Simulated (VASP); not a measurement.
# SnTe3 (Fm-3m) in VASP: further runs

The runs below take SnTe3 through single point, with PBE.

Program: VASP 6.6.1. These are calculated values, not measurements. Logs are shortened: lines on timing, memory, paths and dates and some standing lists are left out, and cuts for length are marked.

## (1) The cell of the first run

It takes space group Fm-3m (No. 225, cubic). The conventional cell has a = 7.456 Å, b = 7.456 Å, c = 7.456 Å, α = 90.00°, β = 90.00°, γ = 90.00°. Sn (site symmetry m-3m) has 14 Te at 3.23 to 3.73 Å within 4.2 Å. Within 4.2 Å of Te (site symmetry -43m) lie 4 Sn at 3.23 Å and 10 Te at 3.23 to 3.73 Å. Within 4.2 Å of Te (site symmetry m-3m) lie 8 Te at 3.23 Å and 6 Sn at 3.73 Å.

## (2) Single point, PBE

INCAR

```
SYSTEM = SnTe3
PREC = Accurate ; ENCUT = 520
EDIFF = 1E-7 ; ISMEAR = -1
SIGMA = 0.05 ; LREAL = .False.
LASPH = .True. ; NELM = 80
ALGO = Normal ; ISIF = 2
LWAVE = .False. ; LCHARG = .False.
GGA = PE ; NBANDS = 24
```

KPOINTS

```
Automatic mesh
0
Gamma
  4 4 4
  0 0 0
```

POSCAR

```
SnTe3
1.0
    0.0000000000      3.7279669216      3.7279669216
    3.7279669216      0.0000000000      3.7279669216
    3.7279669216      3.7279669216      0.0000000000
Sn Te
1 3
Direct
    0.0000000000      0.0000000000      0.0000000000
    0.2500000000      0.2500000000      0.2500000000
    0.7500000000      0.7500000000      0.7500000000
    0.5000000000      0.5000000000      0.5000000000
```

Potentials or basis: VASP PAW PBE potentials, release 64 (Sn_d, Te).

Launch:

```console
cat potpaw_PBE.64/Sn_d/POTCAR potpaw_PBE.64/Te/POTCAR > POTCAR
mpirun -np 1 vasp_std > vasp.out
```

OUTCAR:

```text
SYSTEM = SnTe3
   PREC = Accurate
   ENCUT = 520
   EDIFF = 1E-7
   ISMEAR = -1
   LREAL = .False.
   LASPH = .True.
   NELM = 80
   ISIF = 2
   GGA = PE

 ion  position               nearest neighbor table
   1  0.000  0.000  0.000-   3 3.23   3 3.23   3 3.23   2 3.23   3 3.23   2 3.23   2 3.23   2 3.23

   2  0.250  0.250  0.250-   1 3.23   1 3.23   1 3.23   1 3.23   4 3.23   4 3.23   4 3.23   4 3.23

   3  0.750  0.750  0.750-   4 3.23   4 3.23   4 3.23   1 3.23   4 3.23   1 3.23   1 3.23   1 3.23

   4  0.500  0.500  0.500-   2 3.23   2 3.23   2 3.23   2 3.23   3 3.23   3 3.23   3 3.23   3 3.23

  LATTYP: Found a face centered cubic cell.
 ALAT       =     7.4559338432

  Lattice vectors:

 A1 = (   0.0000000000,   3.7279669216,   3.7279669216)
 A2 = (   3.7279669216,   0.0000000000,   3.7279669216)
 A3 = (   3.7279669216,   3.7279669216,   0.0000000000)

Analysis of symmetry for initial positions (statically):
=====================================================================
 Subroutine PRICEL returns:
 Original cell was already a primitive cell.

 Routine SETGRP: Setting up the symmetry group for a
 face centered cubic supercell.

 Subroutine GETGRP returns: Found 48 space group operations
 (whereof 48 operations were pure point group operations)
 out of a pool of 48 trial point group operations.

The static configuration has the point symmetry O_h .

Analysis of symmetry for dynamics (positions and initial velocities):
=====================================================================
 Subroutine PRICEL returns:
 Original cell was already a primitive cell.

 Routine SETGRP: Setting up the symmetry group for a
 face centered cubic supercell.

 Subroutine GETGRP returns: Found 48 space group operations
 (whereof 48 operations were pure point group operations)
 out of a pool of 48 trial point group operations.

The dynamic configuration has the point symmetry O_h .

 Subroutine INISYM returns: Found 48 space group operations
 (whereof 48 operations are pure point group operations),
 and found     1 'primitive' translations

----------------------------------------------------------------------------------------

                                     Primitive cell

  volume of cell :     103.6206

[... 71 lines left out ...]
   LSORBIT =      F    spin-orbit coupling
   LASPH  =      T    aspherical Exc in radial PAW
   ENCUT  =  520.0 eV  38.22 Ry    6.18 a.u.   9.80  9.80  9.80*2*pi/ulx,y,z
   NELM   =     80;   NELMIN=  2; NELMDL= -5     # of ELM steps
   EDIFF  = 0.1E-06   stopping-criterion for ELM
   LREAL  =      F    real-space projection
   EDIFFG = 0.1E-05   stopping-criterion for IOM
   NSW    =      0    number of steps for IOM
   IBRION =     -1    ionic relax: 0-MD 1-quasi-New 2-CG
   NFREE  =      0    steps in history (QN), initial steepest desc. (CG)
   ISIF   =      2    stress and relaxation
   ISYM   =      2    0-nonsym 1-usesym 2-fastsym
   POTIM  = 0.5000    time-step for ionic-motion
   TEBEG  =    0.0;   TEEND  =   0.0 temperature during run
   PSTRESS=    0.0 pullay stress
   NELECT =      32.0000    total number of electrons
   NUPDOWN=      -1.0000    fix difference up-down
   EMIN   =  10.00;   EMAX   =-10.00  energy-range for DOS
   EFERMI =   0.00;   METHOD = LEGACY
   ISMEAR =    -1;   SIGMA  =   0.05  broadening in eV -4-tet -1-fermi 0-gaus
   EFERMI_NEDOS =   21; number of points for ismear=-14 and -15
   IALGO  =     38    algorithm
   IMIX   =      4    mixing-type and parameters
     AMIX     =   0.40;   BMIX     =  1.00
     AMIX_MAG =   1.60;   BMIX_MAG =  1.00
  volume/ion in A,a.u.               =      25.91       174.82
  Fermi-wavevector in a.u.,A,eV,Ry     =   1.106563  2.091101 16.660082  1.224481
  Thomas-Fermi vector in A             =   2.243065
   LORBIT       =      0    0 simple, 1 ext, 2 COOP (PROOUT), +10 PAW based schemes
   GGA     = PE    functional components
   LHFCALC =     F    Hartree Fock is set to
   AEXX    =    0.0000 exact exchange contribution
   IVDW    =     0    specifies the selected vdW correction
   LEPSILON=     F    determine dielectric tensor
   LRPA    =     F    only Hartree local field effects (RPA)
 non-spin polarized calculation
  energy-cutoff  :      520.00
  volume of cell :      103.62
 maximum number of plane-waves:      2788
   NGX = 19   NGY = 19   NGZ = 19

 number of electron      32.0000007 magnetization

 Free energy of the ion-electron system (eV)
  ---------------------------------------------------
  ext. energy  EPLUGINS =         0.00000000
  ---------------------------------------------------
  free energy    TOTEN  =       -12.39867439 eV

  energy without entropy =      -12.37062244  energy(sigma->0) =      -12.38464841

 E-fermi :   9.2267     XC(G=0): -10.5172

 val. band max:        9.1205484391   @ k =   0.2500   0.2500   0.0000
 cond. band min:       9.2898905578   @ k =   0.5000   0.5000   0.0000
 fundamental gap:      0.1693421187
 Fermi energy:         9.2267021715

 k-point     1 :       0.0000    0.0000    0.0000
  band No.  band energies     occupation
      1     -12.4260      2.00000
      2     -12.4260      2.00000
      3     -12.4260      2.00000
      4     -12.4170      2.00000
      5     -12.4170      2.00000
      6      -5.1271      2.00000
[... 205 lines left out ...]
     23      16.1059      0.00000
     24      16.4708      0.00000

------------------------ aborting loop because EDIFF is reached ----------------------------------------

  FORCE on cell =-STRESS in cart. coord.  units (eV):
  Direction    XX          YY          ZZ          XY          YZ          ZX
  --------------------------------------------------------------------------------------
  -------------------------------------------------------------------------------------
  Total        4.6508871      4.6508871      4.6508871      0.0000000     -0.0000000      0.0000000
  in kB       71.9118116     71.9118116     71.9118116      0.0000000     -0.0000000      0.0000000
  external PRESSURE =      71.9118116 kB  Pullay stress =       0.0000000 kB

 VOLUME and BASIS-vectors are now :
 -----------------------------------------------------------------------------
  energy-cutoff  :      520.00
  volume of cell :      103.62
      direct lattice vectors                 reciprocal lattice vectors
     0.000000000  3.727966922  3.727966922    -0.134121362  0.134121362  0.134121362
     3.727966922  0.000000000  3.727966922     0.134121362 -0.134121362  0.134121362
     3.727966922  3.727966922  0.000000000     0.134121362  0.134121362 -0.134121362

 POSITION                                       TOTAL-FORCE (eV/Angst)
 -----------------------------------------------------------------------------------
      0.00000      0.00000      0.00000        -0.000000     -0.000000     -0.000000
      1.86398      1.86398      1.86398         0.000000      0.000000     -0.000000
      5.59195      5.59195      5.59195        -0.000000     -0.000000      0.000000
      3.72797      3.72797      3.72797        -0.000000     -0.000000     -0.000000
 -----------------------------------------------------------------------------------
    total drift:                               -0.000000      0.000000      0.000000

  FREE ENERGIE OF THE ION-ELECTRON SYSTEM (eV)
  ---------------------------------------------------
  free  energy   TOTEN  =       -12.3986743905 eV

  energy  without entropy=      -12.3706224368  energy(sigma->0) =      -12.38464841
```

OSZICAR:

```text
N       E                     dE             d eps       ncg     rms          rms(c)
DAV:   1     0.230217147934E+03    0.23022E+03   -0.13875E+04   384   0.141E+03
DAV:   2     0.115745660579E+02   -0.21864E+03   -0.20403E+03   400   0.343E+02
DAV:   3    -0.115853249404E+02   -0.23160E+02   -0.22020E+02   456   0.101E+02
DAV:   4    -0.124226825448E+02   -0.83736E+00   -0.83366E+00   464   0.200E+01
DAV:   5    -0.124545018778E+02   -0.31819E-01   -0.31817E-01   568   0.415E+00    0.129E+01
DAV:   6    -0.123965074235E+02    0.57994E-01   -0.15228E-01   448   0.196E+00    0.809E+00
DAV:   7    -0.123986237637E+02   -0.21163E-02   -0.38120E-02   504   0.110E+00    0.177E+00
DAV:   8    -0.123986997950E+02   -0.76031E-04   -0.13089E-03   456   0.239E-01    0.605E-01
DAV:   9    -0.123986894424E+02    0.10353E-04   -0.27579E-04   504   0.141E-01    0.137E-01
DAV:  10    -0.123986769756E+02    0.12467E-04   -0.19131E-05   448   0.239E-02    0.214E-02
DAV:  11    -0.123986750610E+02    0.19146E-05   -0.52007E-06   544   0.172E-02    0.231E-02
DAV:  12    -0.123986747114E+02    0.34955E-06   -0.35310E-07   448   0.402E-03    0.736E-03
DAV:  13    -0.123986743713E+02    0.34007E-06   -0.54073E-08   312   0.181E-03    0.645E-03
DAV:  14    -0.123986743905E+02   -0.19188E-07   -0.19459E-08   256   0.746E-04
   1 F= -.12398674E+02 E0= -.12384648E+02  d E =-.280520E-01
```

stdout:

```text
POSCAR found type information on POSCAR SnTe
 POSCAR found :  2 types and       4 ions
 scaLAPACK will be used
 LDA part: xc-table for (Slater+PW92), standard interpolation
 POSCAR, INCAR and KPOINTS ok, starting setup
 FFT: planning ... GRIDC
 FFT: planning ... GRID_SOFT
 FFT: planning ... GRID
 WAVECAR not read
 entering main loop
```

Run time: 44 s. Hardware: 1 thread of AMD EPYC 7R43 (Zen 3), shared host; peak memory 0.19 GiB.

Results:

* Free energy: -12.3987 eV
* Pressure: 7.2 GPa
* Band gap on the k mesh: zero (band 16 reaches 9.58 eV, above the bottom of band 17 at 7.03 eV)

Levels at points of the mesh, in eV from the Fermi level:
```csv
k point,band 12,band 13,band 14,band 15,band 16,band 17,band 18,band 19,band 20,band 21
"(0.00, 0.00, 0.00)",-3.83,-3.82,-3.82,-3.82,-2.20,-2.20,-2.20,2.69,2.69,4.68
"(0.50, 0.00, 0.00)",-3.98,-3.98,-2.06,-2.03,0.35,0.35,1.58,1.72,1.72,3.77
"(0.50, 0.50, 0.00)",-1.55,-0.77,-0.68,-0.68,0.06,0.13,0.13,2.29,3.51,3.51
```

Caveat: the k points lie up to 0.36 Å⁻¹ apart; spin-orbit coupling is left out, which moves the levels of the heavy elements.

## (3) Single point, PBE

This run uses another cell than the first one, of 26.62 Å³/atom, 1.028 times its volume.

INCAR

```
PREC = Accurate
ENCUT = 520
EDIFF = 1E-6
ISMEAR = -1
SIGMA = 0.05
LREAL = F
LASPH = T
NELM = 80
ALGO = Normal
ISIF = 2
LWAVE = F
LCHARG = F
GGA = PE
NBANDS = 24
```

KPOINTS

```
regular mesh
0
Gamma
  4 4 4
```

POSCAR

```
SnTe3
1.0
    0.0000000000      3.7621703636      3.7621703636
    3.7621703636      0.0000000000      3.7621703636
    3.7621703636      3.7621703636      0.0000000000
Sn Te
1 3
Direct
    0.0000000000      0.0000000000      0.0000000000
    0.2500000000      0.2500000000      0.2500000000
    0.7500000000      0.7500000000      0.7500000000
    0.5000000000      0.5000000000      0.5000000000
```

Potentials or basis: VASP PAW PBE potentials, release 64 (Sn_d, Te).

Launch:

```console
cat potpaw_PBE.64/Sn_d/POTCAR potpaw_PBE.64/Te/POTCAR > POTCAR
mpirun -np 1 vasp_std > vasp.out
```

It took 28 s on 1 thread of AMD EPYC 7R43 (Zen 3), shared host; peak memory 0.2 GiB.

It converged, with:

```yaml
Free_energy: -12.5087 eV
Pressure: 5.1 GPa
Band_gap_on_the_k_mesh: zero (band 16 reaches 9.18 eV, above the bottom of band 17 at 6.72 eV)
```

Levels at points of the mesh, in eV from the Fermi level:
| k point | band 12 | band 13 | band 14 | band 15 | band 16 | band 17 | band 18 | band 19 | band 20 | band 21 |
| --- | --- | --- | --- | --- | --- | --- | --- | --- | --- | --- |
| (0.00, 0.00, 0.00) | -3.70 | -3.69 | -3.69 | -3.69 | -2.11 | -2.11 | -2.11 | 2.78 | 2.78 | 4.51 |
| (0.50, 0.00, 0.00) | -3.84 | -3.84 | -2.07 | -2.02 | 0.35 | 0.35 | 1.48 | 1.73 | 1.73 | 3.64 |
| (0.50, 0.50, 0.00) | -1.57 | -0.83 | -0.67 | -0.67 | 0.05 | 0.13 | 0.13 | 2.23 | 3.44 | 3.44 |

Caveat: the k points lie up to 0.36 Å⁻¹ apart; spin-orbit coupling is left out, which moves the levels of the heavy elements.

## (4) Single point, PBE

This run uses another cell than the first one, of 27.34 Å³/atom, 1.056 times its volume.

INCAR

```
PREC = Accurate ; ENCUT = 520
EDIFF = 1E-7 ; ISMEAR = -1
SIGMA = 0.05 ; LREAL = False
LASPH = True ; NELM = 60
ALGO = Normal ; ISIF = 2
LWAVE = False ; LCHARG = True
GGA = PE ; LELF = True
LVHAR = True ; NBANDS = 24
```

KPOINTS is that of step 3.

POSCAR

```
SnTe3
1.0
    0.0000000000      3.7957629479      3.7957629479
    3.7957629479      0.0000000000      3.7957629479
    3.7957629479      3.7957629479      0.0000000000
Sn Te
1 3
Direct
    0.0000000000      0.0000000000      0.0000000000
    0.2500000000      0.2500000000      0.2500000000
    0.7500000000      0.7500000000      0.7500000000
    0.5000000000      0.5000000000      0.5000000000
```

Launch:

```console
cat potpaw_PBE.64/Sn_d/POTCAR potpaw_PBE.64/Te/POTCAR > POTCAR
mpirun -np 1 vasp_std > vasp.out
```

Run time: 39 s. Hardware: 1 thread of AMD EPYC 7R43 (Zen 3), shared host; peak memory 0.2 GiB.

It converged, with:

| Quantity | Value |
| --- | --- |
| Free energy | -12.5834 eV |
| Pressure | 3.3 GPa |
| Band gap on the k mesh | zero (band 16 reaches 8.80 eV, above the bottom of band 17 at 6.43 eV) |

Levels at points of the mesh, in eV from the Fermi level:
| k point | band 13 | band 14 | band 15 | band 16 | band 17 | band 18 | band 19 | band 20 |
| --- | --- | --- | --- | --- | --- | --- | --- | --- |
| (0.00, 0.00, 0.00) | -3.57 | -3.57 | -3.57 | -2.03 | -2.03 | -2.03 | 2.87 | 2.87 |
| (0.50, 0.00, 0.00) | -3.71 | -2.07 | -2.00 | 0.35 | 0.35 | 1.39 | 1.75 | 1.75 |
| (0.50, 0.50, 0.00) | -0.89 | -0.65 | -0.65 | 0.03 | 0.13 | 0.13 | 2.17 | 3.38 |

Caveat: spin-orbit coupling is left out, which moves the levels of the heavy elements.

## (5) Single point, PBE

This run uses another cell than the first one, of 28.06 Å³/atom, 1.083 times its volume.

INCAR

```
SYSTEM = SnTe3
PREC = Accurate
ENCUT = 520
EDIFF = 1E-6
ISMEAR = -1
SIGMA = 0.05
LREAL = .False.
LASPH = .True.
NELM = 100
ALGO = Normal
ISIF = 2
LWAVE = .False.
LCHARG = .False.
GGA = PE
NBANDS = 24
```

KPOINTS

```
regular mesh
0
Gamma
  4 4 4
  0 0 0
```

POSCAR

```
SnTe3
1.0
    0.0000000000      3.8287712390      3.8287712390
    3.8287712390      0.0000000000      3.8287712390
    3.8287712390      3.8287712390      0.0000000000
Sn Te
1 3
Direct
    0.0000000000      0.0000000000      0.0000000000
    0.2500000000      0.2500000000      0.2500000000
    0.7500000000      0.7500000000      0.7500000000
    0.5000000000      0.5000000000      0.5000000000
```

Launch:

```console
cat potpaw_PBE.64/Sn_d/POTCAR potpaw_PBE.64/Te/POTCAR > POTCAR
mpirun -np 1 vasp_std > vasp.out
```

Run time: 25 s. Hardware: 1 thread of AMD EPYC 7R43 (Zen 3), shared host; peak memory 0.2 GiB.

It converged, with:

| Property | Result |
| --- | --- |
| Free energy | -12.6278 eV |
| Pressure | 1.7 GPa |
| Band gap on the k mesh | zero (band 16 reaches 8.45 eV, above the bottom of band 17 at 6.15 eV) |

Levels at points of the mesh, in eV from the Fermi level:
```csv
k point,band 12,band 13,band 14,band 15,band 16,band 17,band 18,band 19,band 20,band 21
"(0.00, 0.00, 0.00)",-3.46,-3.45,-3.45,-3.45,-1.95,-1.95,-1.95,2.96,2.96,4.18
"(0.50, 0.00, 0.00)",-3.58,-3.58,-2.08,-1.99,0.34,0.34,1.30,1.76,1.76,3.40
"(0.50, 0.50, 0.00)",-1.60,-0.94,-0.64,-0.64,0.02,0.12,0.12,2.12,3.31,3.31
```

Caveat: spin-orbit coupling is left out, which moves the levels of the heavy elements.

## (6) Summary

```csv
cell,gap on the mesh (eV),pressure (GPa)
"a = 5.272 Å, angles 60.0°, 4 atoms",none,7.2
"a = 5.321 Å, angles 60.0°, 4 atoms",none,5.1
"a = 5.368 Å, angles 60.0°, 4 atoms",none,3.3
"a = 5.415 Å, angles 60.0°, 4 atoms",none,1.7
```

Alike in all rows: task single point; level PBE; potentials or basis VASP PAW PBE potentials, release 64 (Sn_d, Te); no spin polarisation; k mesh 4 × 4 × 4; cutoff (eV) 520; smearing fermi-dirac 0.05 eV.

Caveats: some runs use coarse meshes; spin-orbit coupling is left out, which moves the levels of the heavy elements.

Total energies depend on the potentials used, so only differences within one code and one set of settings carry meaning.
